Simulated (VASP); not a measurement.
# Si7Sn (P1) in VASP: further runs, part 2 of 2

VASP 6.6.1. The steps go on from the part before.

### 3 Single point, PBEsol

Contents of INCAR:

```
ALGO = Normal
EDIFF = 1E-7
ENCUT = 520
GGA = PS
ISIF = 2
ISMEAR = 0
LASPH = T
LCHARG = F
LREAL = Auto
LWAVE = F
NBANDS = 56
NELM = 100
PREC = Accurate
SIGMA = 0.01
```

Contents of KPOINTS:

```
Automatic mesh
0
Gamma
  2 2 2
  0.5 0.5 0.5
```

Contents of POSCAR:

```
Si7Sn
1.0
    0.0000000000      5.5655950000      5.5655950000
    5.5655950000      0.0000000000      5.5655950000
    5.5655950000      5.5655950000      0.0000000000
Sn Si
2 14
Direct
    0.0114980000      0.0056530000      0.9900950000
    0.9939270000      0.5053740000      0.4998640000
    0.5015470000      0.5035200000      0.5025010000
    0.1298090000      0.1147560000      0.1346420000
    0.6305020000      0.6253780000      0.6256850000
    0.0124990000      0.9811200000      0.5045360000
    0.4966450000      0.5061680000      0.0018260000
    0.1248720000      0.1219720000      0.6218940000
    0.6231110000      0.6193700000      0.1169900000
    0.0002050000      0.4963950000      0.0014140000
    0.4997850000      0.0009450000      0.4934820000
    0.1212570000      0.6294280000      0.1188120000
    0.6282380000      0.1236140000      0.6293630000
    0.4881660000      0.9962820000      0.0051820000
    0.6212510000      0.1226200000      0.1242940000
    0.1179570000      0.6323340000      0.6187050000
```

Potentials or basis: VASP PAW PBE potentials, release 64 (Sn_d, Si).

On the command line:

```
> cat potpaw_PBE.64/Sn_d/POTCAR potpaw_PBE.64/Si/POTCAR > POTCAR
> mpirun -np 1 vasp_std > vasp.out
```

OUTCAR:

```text
EDIFF = 1E-7
   ENCUT = 520
   GGA = PS
   ISIF = 2
   ISMEAR = 0
   LASPH = T
   LREAL = Auto
   NELM = 100
   PREC = Accurate

 ion  position               nearest neighbor table
   1  0.011  0.006  0.990-   8 2.37   4 2.39  12 2.42  15 2.51
   2  0.994  0.505  0.500-   5 2.34  16 2.38  12 2.45   8 2.46
   3  0.502  0.504  0.503-   5 2.40  13 2.44  16 2.47   9 2.48
   4  0.130  0.115  0.135-  14 2.30   6 2.38   1 2.39  10 2.45
   5  0.631  0.625  0.626-   2 2.34   3 2.40  11 2.42   7 2.42
   6  0.012  0.981  0.505-  16 2.24   4 2.38   8 2.38  13 2.47
[... 8 lines left out ...]
  15  0.621  0.123  0.124-  11 2.37  14 2.43   7 2.47   1 2.51
  16  0.118  0.632  0.619-   6 2.24   2 2.38  10 2.46   3 2.47

  LATTYP: Found a face centered cubic cell.
 ALAT       =    11.1311900000

  Lattice vectors:

 A1 = (   0.0000000000,   5.5655950000,   5.5655950000)
 A2 = (   5.5655950000,   0.0000000000,   5.5655950000)
 A3 = (   5.5655950000,   5.5655950000,   0.0000000000)

Analysis of symmetry for initial positions (statically):
=====================================================================
 Subroutine PRICEL returns:
 Original cell was already a primitive cell.

 Routine SETGRP: Setting up the symmetry group for a
 face centered cubic supercell.

 Subroutine GETGRP returns: Found  1 space group operations
 (whereof  1 operations were pure point group operations)
 out of a pool of 48 trial point group operations.

The static configuration has the point symmetry C_1 .

Analysis of symmetry for dynamics (positions and initial velocities):
=====================================================================
 Subroutine PRICEL returns:
 Original cell was already a primitive cell.

 Routine SETGRP: Setting up the symmetry group for a
 face centered cubic supercell.

 Subroutine GETGRP returns: Found  1 space group operations
 (whereof  1 operations were pure point group operations)
 out of a pool of 48 trial point group operations.

[... 143 lines left out ...]
   LORBIT       =      0    0 simple, 1 ext, 2 COOP (PROOUT), +10 PAW based schemes
   GGA     = PS    functional components
   LHFCALC =     F    Hartree Fock is set to
   AEXX    =    0.0000 exact exchange contribution
   IVDW    =     0    specifies the selected vdW correction
   LEPSILON=     F    determine dielectric tensor
   LRPA    =     F    only Hartree local field effects (RPA)
 non-spin polarized calculation
 Gauss-broadening in eV      SIGMA  =   0.01
  energy-cutoff  :      520.00
  volume of cell :      344.80
 maximum number of plane-waves:      9303
 NGX is ok and might be reduce to    60
   NGX = 29   NGY = 29   NGZ = 29

 number of electron      84.0000002 magnetization

 Free energy of the ion-electron system (eV)
  ---------------------------------------------------
  ext. energy  EPLUGINS =         0.00000000
  ---------------------------------------------------
  free energy    TOTEN  =       -86.34138285 eV

  energy without entropy =      -86.34138285  energy(sigma->0) =      -86.34138285

 E-fermi :   5.7736     XC(G=0):  -9.5285

 val. band max:        5.6884314219   @ k =   0.2500   0.2500   0.2500
 cond. band min:       6.5313586031   @ k =   0.2500   0.2500   0.2500
 fundamental gap:      0.8429271812
 Fermi energy:         5.7736498150

 k-point     1 :       0.2500    0.2500    0.2500
  band No.  band energies     occupation
      1     -15.4798      2.00000
      2     -15.4538      2.00000
      3     -15.4249      2.00000
      4     -15.3684      2.00000
      5     -15.3652      2.00000
      6     -15.3592      2.00000
[... 901 lines left out ...]
     53       9.2598      0.00000
     54       9.3183      0.00000
 [bands above 54 left out]

------------------------ aborting loop because EDIFF is reached ----------------------------------------

  FORCE on cell =-STRESS in cart. coord.  units (eV):
  Direction    XX          YY          ZZ          XY          YZ          ZX
  --------------------------------------------------------------------------------------
  -------------------------------------------------------------------------------------
  Total        3.6520414      3.3571786      3.5090941      1.1128669      0.9327850      0.7506341
  in kB       16.9699858     15.5998430     16.3057506      5.1711724      4.3343837      3.4879805
  external PRESSURE =      16.2918598 kB  Pullay stress =       0.0000000 kB

 VOLUME and BASIS-vectors are now :
 -----------------------------------------------------------------------------
  energy-cutoff  :      520.00
  volume of cell :      344.80
      direct lattice vectors                 reciprocal lattice vectors
     0.000000000  5.565595000  5.565595000    -0.089837654  0.089837654  0.089837654
     5.565595000  0.000000000  5.565595000     0.089837654 -0.089837654  0.089837654
     5.565595000  5.565595000  0.000000000     0.089837654  0.089837654 -0.089837654

 POSITION                                       TOTAL-FORCE (eV/Angst)
 -----------------------------------------------------------------------------------
      5.54193      5.57446      0.09546         0.601751     -0.364217     -1.134570
      5.59475      8.31384      8.34450        -1.600409      0.329466      0.270067
      5.59911      5.58812      5.59380        -0.324237     -0.325211     -0.211304
      1.38805      1.47183      1.36115         1.638463      0.443189      1.078426
      6.96291      6.99143      6.98972         1.919683     -1.998048     -1.848124
      8.26856      2.87761      5.53008         1.380337     -1.081818      0.518235
[... 8 lines left out ...]
      1.37422      4.14940      4.14008         0.663718     -0.897539     -0.392381
      6.96278      4.09996      4.17582         0.482035      2.969503      0.630901
 -----------------------------------------------------------------------------------
    total drift:                                0.003010      0.010635     -0.009929

  FREE ENERGIE OF THE ION-ELECTRON SYSTEM (eV)
  ---------------------------------------------------
  free  energy   TOTEN  =       -86.3413828489 eV

  energy  without entropy=      -86.3413828489  energy(sigma->0) =      -86.34138285
```

stdout:

```text
POSCAR found type information on POSCAR SnSi
 POSCAR found :  2 types and      16 ions
 scaLAPACK will be used
 -----------------------------------------------------------------------------
|                                                                             |
|                                                                             |
|     You enforced a specific xc type in the INCAR file but a different       |
|     I HOPE YOU KNOW WHAT YOU ARE DOING!                                     |
|                                                                             |
 -----------------------------------------------------------------------------

 LDA part: xc-table for (Slater+PW92), standard interpolation
 POSCAR, INCAR and KPOINTS ok, starting setup
 FFT: planning ... GRIDC
 FFT: planning ... GRID_SOFT
 FFT: planning ... GRID
 WAVECAR not read
 entering main loop
```

Wall time 19 min (1 thread of AMD EPYC 7R13, shared host); peak memory 0.54 GiB.

Results:

| Property | Result |
| --- | --- |
| Free energy | -86.3414 eV |
| Pressure | 1.6 GPa |
| Largest force | 3.331 eV/Å |
| Band gap on the k mesh | 0.84 eV |

Forces in eV/Å, atoms in the order of the input:
```
Sn   0.602 -0.364 -1.135
Sn  -1.600  0.329  0.270
Si  -0.324 -0.325 -0.211
Si   1.638  0.443  1.078
Si   1.920 -1.998 -1.848
Si   1.380 -1.082  0.518
Si  -0.979 -0.544 -1.014
Si  -2.337 -0.362  0.791
Si   1.107  1.039  0.514
Si  -0.226 -0.189  0.066
Si   0.414  0.417  0.107
Si  -1.945  0.283 -0.099
Si  -0.280 -0.410 -0.130
Si  -0.516  0.691  0.855
Si   0.664 -0.898 -0.392
Si   0.482  2.970  0.631
```

Caveat: the PAW data sets were made with another functional, which shifts forces and pressure a little; spin-orbit coupling is left out, which moves the levels of the heavy elements; a shifted mesh leaves out Γ, where band edges can lie. A k mesh can miss the band edges.

### 4 Single point, RPBE

Contents of INCAR:

```
SYSTEM = Si7Sn
  ALGO = Normal
  EDIFF = 1E-6
  ENCUT = 520
  GGA = RP
  ISIF = 2
  ISMEAR = -1
  LASPH = .True.
  LCHARG = .False.
  LREAL = Auto
  LWAVE = .False.
  NBANDS = 56
  NELM = 80
  PREC = Accurate
  SIGMA = 0.05
```

KPOINTS is that of step 3.

POSCAR is that of step 3.

On the command line:

```
> cat potpaw_PBE.64/Sn_d/POTCAR potpaw_PBE.64/Si/POTCAR > POTCAR
> mpirun -np 1 vasp_std > vasp.out
```

Run time: 19 min. Hardware: 1 thread of AMD EPYC 7R13, shared host; peak memory 0.54 GiB.

It converged, with:

```yaml
Free_energy: -76.2666 eV
Pressure: 5.0 GPa
Largest_force: 3.539 eV/Å
Band_gap_on_the_k_mesh: 0.99 eV
```

Forces on the atoms (eV/Å):
```
Sn   0.625 -0.382 -1.170
Sn  -1.664  0.345  0.278
Si  -0.340 -0.335 -0.224
Si   1.746  0.516  1.170
Si   2.034 -2.123 -1.970
Si   1.422 -1.113  0.534
Si  -1.008 -0.556 -1.043
Si  -2.522 -0.383  0.815
Si   1.142  1.073  0.529
Si  -0.230 -0.192  0.069
Si   0.429  0.428  0.111
Si  -2.120  0.293 -0.115
Si  -0.289 -0.426 -0.134
Si  -0.526  0.712  0.887
Si   0.735 -0.972 -0.457
Si   0.565  3.117  0.720
```

Stress tensor (GPa, compression positive):
```
5.10 0.55 0.36
0.55 4.96 0.45
0.36 0.45 5.03
```

Levels at points of the mesh, in eV from the valence-band top:
```
           k point  band 38  band 39  band 40  band 41  band 42  band 43  band 44  band 45  band 46  band 47
(0.25, 0.25, 0.25)    -1.34    -0.90    -0.83    -0.04     0.00     0.99     1.17     1.22     1.58     1.97
```

Caveat: the cell stands under pressure; the PAW data sets were made with another functional, which shifts forces and pressure a little; spin-orbit coupling is left out, which moves the levels of the heavy elements; a shifted mesh leaves out Γ, where band edges can lie. A k mesh can miss the band edges.

### 5 Single point, PBEsol

Contents of INCAR:

```
SYSTEM = Si7Sn
  PREC = Accurate
  ENCUT = 500
  EDIFF = 1E-6
  ISMEAR = -1
  SIGMA = 0.05
  LREAL = Auto
  LASPH = .True.
  NELM = 120
  ALGO = Normal
  ISIF = 2
  LWAVE = .False.
  LCHARG = .True.
  GGA = PS
  LELF = .True.
  LVHAR = .True.
  NBANDS = 56
  GGA_COMPAT = .False.
  ISYM = -1
```

Contents of KPOINTS:

```
explicit points
4
Reciprocal
  0.25000000   0.25000000   0.25000000 2
  0.25000000   0.25000000   0.75000000 2
  0.25000000   0.75000000   0.25000000 2
  0.25000000   0.75000000   0.75000000 2
```

POSCAR is that of step 4.

On the command line:

```
> cat potpaw_PBE.64/Sn_d/POTCAR potpaw_PBE.64/Si/POTCAR > POTCAR
> mpirun -np 1 vasp_std > vasp.out
```

It took 1.8 min on 1 thread of AMD EPYC 9R45 (Zen 5), shared host; peak memory 0.43 GiB.

It converged, with:

- Free energy: -86.3337 eV
- Pressure: 1.6 GPa
- Largest force: 3.346 eV/Å
- Band gap on the k mesh: 0.84 eV

Forces in eV/Å, atoms in the order of the input:
```
Sn   0.613 -0.365 -1.136
Sn  -1.613  0.347  0.259
Si  -0.332 -0.336 -0.214
Si   1.666  0.467  1.074
Si   1.956 -2.005 -1.831
Si   1.384 -1.138  0.508
Si  -0.966 -0.535 -1.014
Si  -2.332 -0.387  0.828
Si   1.101  1.043  0.510
Si  -0.228 -0.185  0.061
Si   0.378  0.411  0.069
Si  -1.958  0.276 -0.093
Si  -0.247 -0.355 -0.123
Si  -0.560  0.653  0.849
Si   0.669 -0.897 -0.371
Si   0.470  3.007  0.624
```

Stress tensor (GPa, compression positive):
```
 1.69 -0.46 -0.64
-0.46  1.56 -0.55
-0.64 -0.55  1.63
```

Levels at points of the mesh, in eV from the valence-band top:
```
           k point  band 38  band 39  band 40  band 41  band 42  band 43  band 44  band 45  band 46  band 47
(0.25, 0.25, 0.25)    -1.35    -0.89    -0.83    -0.04     0.00     0.84     1.01     1.06     1.44     1.85
```

Caveat: the PAW data sets were made with another functional, which shifts forces and pressure a little; spin-orbit coupling is left out, which moves the levels of the heavy elements; a shifted mesh leaves out Γ, where band edges can lie.

### 6 Single point, PBEsol

Contents of INCAR:

```
ALGO = Normal
EDIFF = 1E-6
ENCUT = 500
GGA = PS
GGA_COMPAT = F
ISIF = 2
ISMEAR = 0
ISYM = -1
LASPH = T
LCHARG = F
LREAL = Auto
LWAVE = F
NBANDS = 56
NELM = 120
PREC = Accurate
SIGMA = 0.01
```

KPOINTS is that of step 5.

POSCAR is that of step 5.

Potentials or basis: VASP PAW PBE potentials, release 64 (Sn_d, Si).

On the command line:

```
> cat potpaw_PBE.64/Sn_d/POTCAR potpaw_PBE.64/Si/POTCAR > POTCAR
> mpirun -np 1 vasp_std > vasp.out
```

Run time: 1.8 min. Hardware: 1 thread of AMD EPYC 9R45 (Zen 5), shared host; peak memory 0.44 GiB.

Results (log left out):

* Free energy: -86.3337 eV
* Pressure: 1.6 GPa
* Largest force: 3.346 eV/Å
* Band gap on the k mesh: 0.84 eV

Forces on the atoms (eV/Å):
```
Sn   0.613 -0.365 -1.136
Sn  -1.613  0.347  0.259
Si  -0.332 -0.336 -0.214
Si   1.666  0.467  1.074
Si   1.956 -2.005 -1.830
Si   1.384 -1.138  0.508
Si  -0.966 -0.535 -1.014
Si  -2.332 -0.387  0.829
Si   1.101  1.043  0.510
Si  -0.228 -0.185  0.061
Si   0.378  0.411  0.069
Si  -1.958  0.276 -0.093
Si  -0.247 -0.355 -0.123
Si  -0.560  0.653  0.850
Si   0.669 -0.897 -0.371
Si   0.470  3.007  0.623
```

Stress tensor (GPa, compression positive):
```
 1.69 -0.46 -0.64
-0.46  1.56 -0.55
-0.64 -0.55  1.63
```

Levels at points of the mesh, in eV from the valence-band top:
```
           k point  band 38  band 39  band 40  band 41  band 42  band 43  band 44  band 45  band 46  band 47
(0.25, 0.25, 0.25)    -1.35    -0.89    -0.83    -0.04     0.00     0.84     1.01     1.06     1.44     1.85
```

Caveat: the PAW data sets were made with another functional, which shifts forces and pressure a little; spin-orbit coupling is left out, which moves the levels of the heavy elements; a shifted mesh leaves out Γ, where band edges can lie. A k mesh can miss the band edges.

### 7 The runs side by side

```tsv
level	cutoff (eV)	smearing	gap on the mesh (eV)	pressure (GPa)	largest force (eV/Å)
PBEsol	520	fermi-dirac 0.05 eV	0.84	1.6	3.33
PBEsol	520	gaussian 0.01 eV	0.84	1.6	3.33
RPBE	520	fermi-dirac 0.05 eV	0.99	5.0	3.54
PBEsol	500	fermi-dirac 0.05 eV	0.84	1.6	3.35
PBEsol	500	gaussian 0.01 eV	0.84	1.6	3.35
```

Alike in all rows: task single point; potentials or basis VASP PAW PBE potentials, release 64 (Sn_d, Si); no spin polarisation; cell as given; k mesh 2 × 2 × 2, shifted.

On the cell as given the gap runs from 0.84 eV (PBEsol) to 0.99 eV (RPBE). The pressure there spans 1.6 GPa (PBEsol) to 5.0 GPa (RPBE); a positive pressure means that this level wants a larger cell, a negative one a smaller.

Caveats: the PAW data sets were made with another functional, which shifts forces and pressure a little; spin-orbit coupling is left out, which moves the levels of the heavy elements; a shifted mesh leaves out Γ, where band edges can lie; the cell stands under pressure (at least some runs).

Absolute energies hang on the potentials; compare differences alone.
